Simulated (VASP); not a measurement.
Here is a VASP 6.6.1 calculation.

INCAR

```
  PREC = Accurate
  ENCUT = 500
  EDIFF = 1E-6
  ISMEAR = 0
  SIGMA = 0.01
  LREAL = False
  LASPH = True
  NELM = 120
  ALGO = Normal
  ISIF = 2
  LWAVE = False
  LCHARG = False
  GGA = PE
  NBANDS = 15
  GGA_COMPAT = False
```

File KPOINTS:

```
regular mesh
0
Gamma
  6 6 6
```

Contents of POSCAR:

```
CsBr
1.0
    4.3013275095      0.0000000000      0.0000000000
    0.0000000000      4.3013275095      0.0000000000
    0.0000000000      0.0000000000      4.3013275095
Cs Br
1 1
Direct
    0.0000000000      0.0000000000      0.0000000000
    0.5000000000      0.5000000000      0.5000000000
```

Potentials or basis: VASP PAW PBE potentials, release 64 (Cs_sv, Br).

Run with:

```bash
$ cat potpaw_PBE.64/Cs_sv/POTCAR potpaw_PBE.64/Br/POTCAR > POTCAR
$ mpirun -np 1 vasp_std > vasp.out
```

Problem. Estimate the pressure.

Solution. 0.9 GPa.

Problem. Predict the band gap on the k mesh.

Solution. 4.48 eV, indirect (the least direct gap lies 3.5 meV higher).

Caveat: spin-orbit coupling is left out, which moves the levels of the heavy elements.
